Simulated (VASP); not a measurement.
MoS2:

```
Mo S
1.0
     1.58000    0.91221    6.15000
    -1.58000    0.91221    6.15000
     0.00000   -1.82443    6.15000
Mo S
1 2
Direct
  0.00000 0.00000 0.00000
  0.25000 0.25000 0.25000
  0.41700 0.41700 0.41700
```

Base run:

| Item | Value |
| --- | --- |
| Program | VASP 6.6.1 |
| Functional | PBE |
| Potentials or basis | VASP PAW PBE potentials, release 64 (Mo_sv, S) |
| Cutoff | 520 eV |
| k mesh | 8 × 8 × 8 |
| Occupations | gaussian, width 0.1 eV |
| Spin | no spin polarisation |

Its results: band gap on the k mesh 1.04 eV (least direct gap 2.03 eV); pressure 5.2 GPa; largest force 0.507 eV/Å.

The run is repeated on the same cell with these changes: k mesh from 8 × 8 × 8 to 3 × 3 × 3. What comes out?

Band gap on the k mesh 1.11 eV (least direct gap 1.68 eV); pressure 5.1 GPa; largest force 0.285 eV/Å.

Caveats: some runs use coarse meshes; the cell stands under pressure (at least some runs); an odd mesh through Γ misses points on the zone boundary, where band edges can lie (at least some runs).
